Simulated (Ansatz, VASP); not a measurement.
## Be2C in VASP and in Ansatz

```
Be C
1.0
     0.01078    2.16077    2.16077
     2.16077    0.01078    2.16077
     2.16077    2.16077    0.01078
Be C
2 1
Cartesian
  1.0836 1.0836 1.0836
  3.2487 3.2487 3.2487
  0.0000 0.0000 0.0000
```

Change from the starting cell: equal xy, yz and zx engineering shears of +0.5 %.

Alike in both runs: functional PBEsol; k mesh 8 × 8 × 8; no spin polarisation.

Ansatz relaxed the structure, and its values are those at the end. VASP's run is a single point on that final structure, the one shown.

|  | VASP | Ansatz |
| --- | --- | --- |
| version | VASP 6.6.1 | Ansatz 0.2.0 |
| potentials or method | VASP PAW PBE potentials, release 64 (Be, C), cutoff 600 eV | all-electron LAPW, scalar-relativistic |
| occupations | gaussian, width 0.01 eV | fixed |

|  | VASP | Ansatz | Ansatz less VASP |
| --- | --- | --- | --- |
| gap on the k mesh at the Fermi level (eV) | 1.05 | 1.07 | +0.011 |
| pressure (GPa) | 0.6 | -0.2 | -0.75 |

VASP's potentials were made for PBE, not for PBEsol. Ansatz ran all-electron here, and VASP with PAW potentials.
